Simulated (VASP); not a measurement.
# Si2Mo (P6_222) in VASP: a series of runs

The runs below take Si2Mo through single point, with LDA.

All numbers are computed with VASP 6.6.1; they aren't measurements. Logs are shortened: lines on timing, memory, paths and dates and some standing lists are left out, and cuts for length are marked.

**1. The cell of the first run**

The structure is hexagonal, space group P6_222 (No. 180). Conventional cell: a = 4.551 Å, b = 4.551 Å, c = 6.532 Å, α = 90.00°, β = 90.00°, γ = 120.00°. Within 3.3 Å of Si (site symmetry 2) lie 9 Si at 2.53 to 3.17 Å and 5 Mo at 2.55 to 2.65 Å. Within 3.4 Å of Mo (site symmetry 222) lie 10 Si at 2.55 to 2.65 Å and 4 Mo at 3.15 Å.

**2. Single point, LDA**

INCAR reads:

```
PREC = Accurate
ENCUT = 500
EDIFF = 1E-6
ISMEAR = 0
SIGMA = 0.01
LREAL = False
LASPH = True
NELM = 120
ALGO = Normal
ISIF = 2
LWAVE = False
LCHARG = False
GGA = CA
NBANDS = 43
GGA_COMPAT = False
```

KPOINTS reads:

```
Automatic mesh
0
Gamma
  9 9 6
```

POSCAR reads:

```
Si2Mo
1.0
    4.5508107268      0.0000000000      0.0000000000
   -2.2754053634      3.9411176972      0.0000000000
    0.0000000000      0.0000000000      6.5317655788
Si Mo
6 3
Direct
    0.1642261811      0.8357738189      0.8333333333
    0.3284523623      0.1642261811      0.1666666667
    0.8357738189      0.6715476377      0.5000000000
    0.8357738189      0.1642261811      0.8333333333
    0.6715476377      0.8357738189      0.1666666667
    0.1642261811      0.3284523623      0.5000000000
    0.5000000000      0.0000000000      0.5000000000
    0.0000000000      0.5000000000      0.1666666667
    0.5000000000      0.5000000000      0.8333333333
```

Potentials or basis: VASP PAW LDA potentials, release 64 (Si, Mo_sv).

On the command line:

```
$ cat potpaw_LDA.64/Si/POTCAR potpaw_LDA.64/Mo_sv/POTCAR > POTCAR
$ mpirun -np 1 vasp_std > vasp.out
```

OUTCAR:

```text
PREC = Accurate
   ENCUT = 500
   EDIFF = 1E-6
   ISMEAR = 0
   LREAL = False
   LASPH = True
   NELM = 120
   ISIF = 2
   GGA = CA

 ion  position               nearest neighbor table
   1  0.164  0.836  0.833-   3 2.53   2 2.53   7 2.55   8 2.55   4 2.59   9 2.62   9 2.62   9 2.65
                             4 2.65   4 2.65   6 3.13   5 3.13
   2  0.328  0.164  0.167-   6 2.53   1 2.53   7 2.55   9 2.55   5 2.59   8 2.62   8 2.62   8 2.65
                             5 2.65   5 2.65   3 3.13   4 3.13
   3  0.836  0.672  0.500-   1 2.53   5 2.53   8 2.55   9 2.55   6 2.59   7 2.62   7 2.62   7 2.65
                             6 2.65   6 2.65   4 3.13   2 3.13
   4  0.836  0.164  0.833-   6 2.53   5 2.53   7 2.55   8 2.55   1 2.59   9 2.62   9 2.62   9 2.65
                             1 2.65   1 2.65   3 3.13   2 3.13
   5  0.672  0.836  0.167-   3 2.53   4 2.53   7 2.55   9 2.55   2 2.59   8 2.62   8 2.62   8 2.65
                             2 2.65   2 2.65   6 3.13   1 3.13
   6  0.164  0.328  0.500-   4 2.53   2 2.53   8 2.55   9 2.55   3 2.59   7 2.62   7 2.62   7 2.65
                             3 2.65   3 2.65   5 3.13   1 3.13
   7  0.500  0.000  0.500-   2 2.55   5 2.55   4 2.55   1 2.55   6 2.62   3 2.62   6 2.62   3 2.62
                             6 2.65   3 2.65   8 3.15   9 3.15   9 3.15   8 3.15
   8  0.000  0.500  0.167-   3 2.55   6 2.55   4 2.55   1 2.55   2 2.62   5 2.62   2 2.62   5 2.62
                             5 2.65   2 2.65   7 3.15   7 3.15   9 3.15   9 3.15
   9  0.500  0.500  0.833-   3 2.55   6 2.55   5 2.55   2 2.55   4 2.62   1 2.62   1 2.62   4 2.62
                             1 2.65   4 2.65   7 3.15   7 3.15   8 3.15   8 3.15

  LATTYP: Found a hexagonal cell.
 ALAT       =     4.5508107268
 C/A-ratio  =     1.4352971308

  Lattice vectors:

 A1 = (   4.5508107268,   0.0000000000,   0.0000000000)
 A2 = (  -2.2754053634,   3.9411176972,   0.0000000000)
 A3 = (   0.0000000000,   0.0000000000,   6.5317655788)

Analysis of symmetry for initial positions (statically):
=====================================================================
 Subroutine PRICEL returns:
 Original cell was already a primitive cell.

 Routine SETGRP: Setting up the symmetry group for a
 hexagonal supercell.

 Subroutine GETGRP returns: Found 12 space group operations
 (whereof  4 operations were pure point group operations)
 out of a pool of 24 trial point group operations.

The static configuration has the point symmetry D_2 .
 The point group associated with its full space group is D_6 .

Analysis of symmetry for dynamics (positions and initial velocities):
=====================================================================
 Subroutine PRICEL returns:
 Original cell was already a primitive cell.

 Routine SETGRP: Setting up the symmetry group for a
 hexagonal supercell.

 Subroutine GETGRP returns: Found 12 space group operations
 (whereof  4 operations were pure point group operations)
 out of a pool of 24 trial point group operations.

The dynamic configuration has the point symmetry D_2 .
 The point group associated with its full space group is D_6 .

 Subroutine INISYM returns: Found 12 space group operations
 (whereof  4 operations are pure point group operations),
 and found     1 'primitive' translations

----------------------------------------------------------------------------------------

                                     Primitive cell

  volume of cell :     117.1490

  direct lattice vectors                    reciprocal lattice vectors
     4.550810727  0.000000000  0.000000000     0.219741066  0.126867564  0.000000000
    -2.275405363  3.941117697  0.000000000     0.000000000  0.253735127  0.000000000
     0.000000000  0.000000000  6.531765579     0.000000000  0.000000000  0.153097962

  length of vectors
     4.550810727  4.550810727  6.531765579     0.253735127  0.253735127  0.153097962

  position of ions in fractional coordinates (direct lattice)
     0.164226181  0.835773819  0.833333333
     0.328452362  0.164226181  0.166666667
     0.835773819  0.671547638  0.500000000
     0.835773819  0.164226181  0.833333333
     0.671547638  0.835773819  0.166666667
     0.164226181  0.328452362  0.500000000
     0.500000000  0.000000000  0.500000000
     1.000000000  0.500000000  0.166666667
     0.500000000  0.500000000  0.833333333

  ion indices of the primitive-cell ions
   primitive index   ion index
                 1           1
                 2           2
                 3           3
                 4           4
                 5           5
                 6           6
                 7           7
                 8           8
                 9           9

----------------------------------------------------------------------------------------

 KPOINTS: Automatic mesh

Automatic generation of k-mesh.
 Grid dimensions read from file:
 generate k-points for:    9    9    6

 Generating k-lattice:

  Cartesian coordinates                     Fractional coordinates (reciprocal lattice)
     0.024415674  0.014096396  0.000000000     0.111111111  0.000000000  0.000000000
     0.000000000  0.028192792  0.000000000     0.000000000  0.111111111  0.000000000
     0.000000000  0.000000000  0.025516327     0.000000000  0.000000000  0.166666667

  Length of vectors
     0.028192792  0.028192792  0.025516327

  Shift w.r.t. Gamma in fractional coordinates (k-lattice)
     0.000000000  0.000000000  0.000000000

 Subroutine IBZKPT returns following result:
 ===========================================

 Found     48 irreducible k-points:

 Following reciprocal coordinates:
            Coordinates               Weight
  0.000000  0.000000  0.000000      1.000000
  0.111111  0.000000  0.000000      6.000000
  0.222222  0.000000  0.000000      6.000000
  0.333333  0.000000  0.000000      6.000000
  0.444444  0.000000  0.000000      6.000000
  0.111111  0.111111  0.000000      6.000000
[... 16 lines left out ...]
  0.333333  0.222222  0.166667     24.000000
  0.333333  0.333333  0.166667      4.000000
 [... further k-points ...]
   k-points           NKPTS =     48   k-points in BZ     NKDIM =     48   number of bands    NBANDS=     43
   number of dos      NEDOS =    301   number of ions     NIONS =      9
   total plane-waves  NPLWV =  62208
   dimension x,y,z NGX =    36 NGY =   36 NGZ =   48
   dimension x,y,z NGXF=    72 NGYF=   72 NGZF=   96
   ions per type =               6   3
   NGX,Y,Z   is equivalent  to a cutoff of  13.15, 13.15, 12.22 a.u.
   NGXF,Y,Z  is equivalent  to a cutoff of  26.30, 26.30, 24.43 a.u.
 SYSTEM =  unknown system
   PREC   = accura    normal or accurate (medium, high low for compatibility)
   ISTART =      0    job   : 0-new  1-cont  2-samecut
   ICHARG =      2    charge: 1-file 2-atom 10-const
   ISPIN  =      1    spin polarized calculation?
   LNONCOLLINEAR =      F non collinear calculations
   LSORBIT =      F    spin-orbit coupling
   LASPH  =      T    aspherical Exc in radial PAW
   ENCUT  =  500.0 eV  36.75 Ry    6.06 a.u.   8.30  8.30 11.91*2*pi/ulx,y,z
   NELM   =    120;   NELMIN=  2; NELMDL= -5     # of ELM steps
   EDIFF  = 0.1E-05   stopping-criterion for ELM
   LREAL  =      F    real-space projection
   EDIFFG = 0.1E-04   stopping-criterion for IOM
   NSW    =      0    number of steps for IOM
   IBRION =     -1    ionic relax: 0-MD 1-quasi-New 2-CG
   NFREE  =      0    steps in history (QN), initial steepest desc. (CG)
   ISIF   =      2    stress and relaxation
   ISYM   =      2    0-nonsym 1-usesym 2-fastsym
   POTIM  = 0.5000    time-step for ionic-motion
   TEBEG  =    0.0;   TEEND  =   0.0 temperature during run
   PSTRESS=    0.0 pullay stress
   NELECT =      66.0000    total number of electrons
   NUPDOWN=      -1.0000    fix difference up-down
   EMIN   =  10.00;   EMAX   =-10.00  energy-range for DOS
   EFERMI =   0.00;   METHOD = LEGACY
   ISMEAR =     0;   SIGMA  =   0.01  broadening in eV -4-tet -1-fermi 0-gaus
   EFERMI_NEDOS =   21; number of points for ismear=-14 and -15
   IALGO  =     38    algorithm
   IMIX   =      4    mixing-type and parameters
     AMIX     =   0.40;   BMIX     =  1.00
     AMIX_MAG =   1.60;   BMIX_MAG =  1.00
  volume/ion in A,a.u.               =      13.02        87.84
  Fermi-wavevector in a.u.,A,eV,Ry     =   1.352103  2.555105 24.873946  1.828183
  Thomas-Fermi vector in A             =   2.479470
   LORBIT       =      0    0 simple, 1 ext, 2 COOP (PROOUT), +10 PAW based schemes
   GGA     = CA    functional components
   LHFCALC =     F    Hartree Fock is set to
   AEXX    =    0.0000 exact exchange contribution
   IVDW    =     0    specifies the selected vdW correction
   LEPSILON=     F    determine dielectric tensor
   LRPA    =     F    only Hartree local field effects (RPA)
 non-spin polarized calculation
 Gauss-broadening in eV      SIGMA  =   0.01
  energy-cutoff  :      500.00
  volume of cell :      117.15
 maximum number of plane-waves:      3009
 NGX is ok and might be reduce to    36
   NGX = 17   NGY = 17   NGZ = 23

 number of electron      65.9999992 magnetization

 Free energy of the ion-electron system (eV)
  ---------------------------------------------------
  ext. energy  EPLUGINS =         0.00000000
  ---------------------------------------------------
  free energy    TOTEN  =       -77.21113278 eV

  energy without entropy =      -77.21113278  energy(sigma->0) =      -77.21113278

 E-fermi :  13.2305     XC(G=0): -12.6916

 val. band max:       13.1485292425   @ k =   0.4444   0.0000   0.5000
 cond. band min:      13.2961991012   @ k =   0.4444   0.0000   0.0000
 fundamental gap:      0.1476698588
 Fermi energy:        13.2305445261

 k-point     1 :       0.0000    0.0000    0.0000
  band No.  band energies     occupation
      1     -47.5783      2.00000
      2     -47.5434      2.00000
      3     -47.5434      2.00000
      4     -22.0340      2.00000
      5     -22.0306      2.00000
      6     -22.0306      2.00000
[... 35 lines left out ...]
     42      16.2777      0.00000
     43      16.7086      0.00000

 k-point     2 :       0.1111    0.0000    0.0000
  band No.  band energies     occupation
      1     -47.5773      2.00000
      2     -47.5443      2.00000
      3     -47.5434      2.00000
      4     -22.0544      2.00000
      5     -22.0381      2.00000
      6     -22.0226      2.00000
[... 35 lines left out ...]
     42      16.2914      0.00000
     43      16.6920      0.00000

 k-point     3 :       0.2222    0.0000    0.0000
  band No.  band energies     occupation
      1     -47.5745      2.00000
      2     -47.5468      2.00000
      3     -47.5434      2.00000
      4     -22.0738      2.00000
      5     -22.0504      2.00000
      6     -22.0246      2.00000
[... 35 lines left out ...]
     42      16.4584      0.00000
     43      17.0550      0.00000

 k-point     4 :       0.3333    0.0000    0.0000
  band No.  band energies     occupation
      1     -47.5706      2.00000
      2     -47.5505      2.00000
      3     -47.5433      2.00000
      4     -22.0875      2.00000
      5     -22.0612      2.00000
      6     -22.0275      2.00000
[... 863 lines left out ...]
     42      16.4352      0.00000
     43      16.9727      0.00000

 k-point    23 :       0.3333    0.2222    0.1667
  band No.  band energies     occupation
      1     -47.5649      2.00000
      2     -47.5556      2.00000
      3     -47.5437      2.00000
      4     -22.0924      2.00000
      5     -22.0672      2.00000
      6     -22.0420      2.00000
[... 35 lines left out ...]
     42      16.5196      0.00000
     43      16.8871      0.00000

 k-point    24 :       0.3333    0.3333    0.1667
  band No.  band energies     occupation
      1     -47.5634      2.00000
      2     -47.5567      2.00000
      3     -47.5440      2.00000
      4     -22.0938      2.00000
      5     -22.0637      2.00000
      6     -22.0482      2.00000
[... 35 lines left out ...]
     42      16.6004      0.00000
     43      16.7154      0.00000

 [... further k-points ...]

------------------------ aborting loop because EDIFF is reached ----------------------------------------

  FORCE on cell =-STRESS in cart. coord.  units (eV):
  Direction    XX          YY          ZZ          XY          YZ          ZX
  --------------------------------------------------------------------------------------
  -------------------------------------------------------------------------------------
  Total        0.4387530      0.4387530      0.4663069      0.0000000      0.0000000      0.0000000
  in kB        6.0005614      6.0005614      6.3774002      0.0000000      0.0000000      0.0000000
  external PRESSURE =       6.1261743 kB  Pullay stress =       0.0000000 kB

 VOLUME and BASIS-vectors are now :
 -----------------------------------------------------------------------------
  energy-cutoff  :      500.00
  volume of cell :      117.15
      direct lattice vectors                 reciprocal lattice vectors
     4.550810727  0.000000000  0.000000000     0.219741066  0.126867564  0.000000000
    -2.275405363  3.941117697  0.000000000     0.000000000  0.253735127  0.000000000
     0.000000000  0.000000000  6.531765579     0.000000000  0.000000000  0.153097962

 POSITION                                       TOTAL-FORCE (eV/Angst)
 -----------------------------------------------------------------------------------
     -1.15436      3.29388      5.44314        -0.005283      0.003050     -0.000000
      1.12104      0.64723      1.08863        -0.005283     -0.003050     -0.000000
      2.27541      2.64665      3.26588         0.000000      0.006101     -0.000000
      3.42977      0.64723      5.44314         0.005283     -0.003050     -0.000000
      1.15436      3.29388      1.08863         0.005283      0.003050     -0.000000
     -0.00000      1.29447      3.26588         0.000000     -0.006101     -0.000000
      2.27541      0.00000      3.26588         0.000000      0.000000     -0.000000
     -1.13770      1.97056      1.08863         0.000000      0.000000      0.000000
      1.13770      1.97056      5.44314         0.000000      0.000000      0.000000
 -----------------------------------------------------------------------------------
    total drift:                               -0.000000      0.000000      0.000001

  FREE ENERGIE OF THE ION-ELECTRON SYSTEM (eV)
  ---------------------------------------------------
  free  energy   TOTEN  =       -77.2111327839 eV

  energy  without entropy=      -77.2111327839  energy(sigma->0) =      -77.21113278
```

Run time: 7.7 min. Hardware: 1 thread of AMD EPYC 7R13, shared host; peak memory 0.27 GiB.

What came out:

| Property | Result |
| --- | --- |
| Free energy | -77.2111 eV |
| Pressure | 0.6 GPa |
| Largest force | 0.006 eV/Å |
| Band gap on the k mesh | 0.15 eV (least direct gap 0.58 eV) |

Forces on the atoms (eV/Å):
```
Si  -0.005  0.003  0.000
Si  -0.005 -0.003  0.000
Si   0.000  0.006  0.000
Si   0.005 -0.003  0.000
Si   0.005  0.003  0.000
Si   0.000 -0.006  0.000
Mo   0.000  0.000  0.000
Mo   0.000  0.000  0.000
Mo   0.000  0.000  0.000
```

Levels at points of the mesh, in eV from the valence-band top:
```csv
k point,band 31,band 32,band 33,band 34,band 35,band 36
"(0.00, 0.00, 0.00)",-2.70,-2.05,-0.81,2.08,2.47,2.47
"(0.00, 0.00, 0.50)",-1.99,-0.71,-0.71,1.96,2.40,2.40
```

Caveat: an odd mesh through Γ misses points on the zone boundary, where band edges can lie.

**3. Single point, LDA (13.41 Å³/atom)**

This run uses another cell than the first one, of 13.41 Å³/atom.

INCAR reads:

```
SYSTEM = Si2Mo
ALGO     = Normal         ! electronic algorithm
EDIFF    = 1E-6           ! SCF threshold, eV
ENCUT    = 500            ! plane-wave cutoff, eV
GGA      = CA             ! functional
GGA_COMPAT= .False.      
ISIF     = 2              ! what is computed and relaxed
ISMEAR   = 0              ! smearing method
LASPH    = .True.         ! aspherical terms in the spheres
LCHARG   = .False.        ! write CHGCAR
LREAL    = .False.        ! projectors in reciprocal space
LWAVE    = .False.        ! write WAVECAR
NBANDS   = 43             ! bands
NELM     = 120            ! most SCF steps
PREC     = Accurate       ! precision mode
SIGMA    = 0.01           ! smearing width, eV
```

KPOINTS reads:

```
k-points
0
Gamma
  9 9 6
  0 0 0
```

POSCAR reads:

```
Si2Mo
1.0
    4.5983861278      0.0000000000      0.0000000000
   -2.2991930639      3.9823192031      0.0000000000
    0.0000000000      0.0000000000      6.5892272845
Si Mo
6 3
Direct
    0.1643180344      0.8356819656      0.8333333333
    0.3286360689      0.1643180344      0.1666666667
    0.8356819656      0.6713639311      0.5000000000
    0.8356819656      0.1643180344      0.8333333333
    0.6713639311      0.8356819656      0.1666666667
    0.1643180344      0.3286360689      0.5000000000
    0.5000000000      0.0000000000      0.5000000000
    0.0000000000      0.5000000000      0.1666666667
    0.5000000000      0.5000000000      0.8333333333
```

Potentials or basis: VASP PAW LDA potentials, release 64 (Si, Mo_sv).

On the command line:

```
$ cat potpaw_LDA.64/Si/POTCAR potpaw_LDA.64/Mo_sv/POTCAR > POTCAR
$ mpirun -np 1 vasp_std > vasp.out
```

Wall time 8.1 min (1 thread of AMD EPYC 7R13, shared host); peak memory 0.27 GiB.

Results (log left out):

```
Free energy            : -77.1540 eV
Pressure               : -5.8 GPa
Largest force          : 0.004 eV/Å
Band gap on the k mesh : 0.16 eV (least direct gap 0.55 eV)
```

Forces on the atoms (eV/Å):
```
Si  -0.004  0.002  0.000
Si  -0.004 -0.002  0.000
Si   0.000  0.004  0.000
Si   0.004 -0.002  0.000
Si   0.004  0.002  0.000
Si   0.000 -0.004  0.000
Mo   0.000  0.000  0.000
Mo   0.000  0.000  0.000
Mo   0.000  0.000  0.000
```

Stress tensor (GPa, compression positive):
```
-5.73  0.00  0.00
 0.00 -5.73  0.00
 0.00  0.00 -5.81
```

Levels at points of the mesh, in eV from the valence-band top:
```tsv
k point	band 31	band 32	band 33	band 34	band 35	band 36
(0.00, 0.00, 0.00)	-2.66	-2.03	-0.75	1.99	2.37	2.37
(0.00, 0.00, 0.50)	-1.98	-0.67	-0.67	1.85	2.25	2.25
```

Caveat: the cell stands under tension; an odd mesh through Γ misses points on the zone boundary, where band edges can lie.

(Part 1 of 2 ends here.)
